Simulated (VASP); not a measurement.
A run of VASP 6.6.1:

Contents of INCAR:

```
ALGO     = Normal         # electronic algorithm
EDIFF    = 1E-6           # SCF threshold, eV
ENCUT    = 520            # plane-wave cutoff, eV
ISIF     = 2              # what is computed and relaxed
ISMEAR   = 0              # smearing method
LASPH    = T              # aspherical terms in the spheres
LCHARG   = T              # write CHGCAR
LELF     = T              # ELF
LREAL    = F              # projectors in reciprocal space
LVHAR    = T            
LWAVE    = F              # write WAVECAR
NBANDS   = 14             # bands
NELM     = 60             # most SCF steps
PREC     = Accurate       # precision mode
SIGMA    = 0.01           # smearing width, eV
```

Contents of KPOINTS:

```
k-points
0
Gamma
  4 4 4
```

POSCAR

```
NaI
1.0
    0.0000000000      3.2364000000      3.2364000000
    3.2364000000      0.0000000000      3.2364000000
    3.2364000000      3.2364000000      0.0000000000
Na I
1 1
Direct
    0.0000000000      0.0000000000      0.0000000000
    0.5000000000      0.5000000000      0.5000000000
```

Potentials or basis: VASP PAW LDA potentials, release 64 (Na_pv, I).

Command:

```sh
$ cat potpaw_LDA.64/Na_pv/POTCAR potpaw_LDA.64/I/POTCAR > POTCAR
$ mpirun -np 1 vasp_std > vasp.out
```

Hardware: 1 thread of Intel(R) Xeon(R) 6975P-C (Granite Rapids), on a shared host.

Task: How long does it take, and how much memory?

Result: It took 3.6 s on 1 thread of Intel(R) Xeon(R) 6975P-C (Granite Rapids), on a shared host, peak memory 0.17 GiB. Counts: scf iterations 11, k points 8.
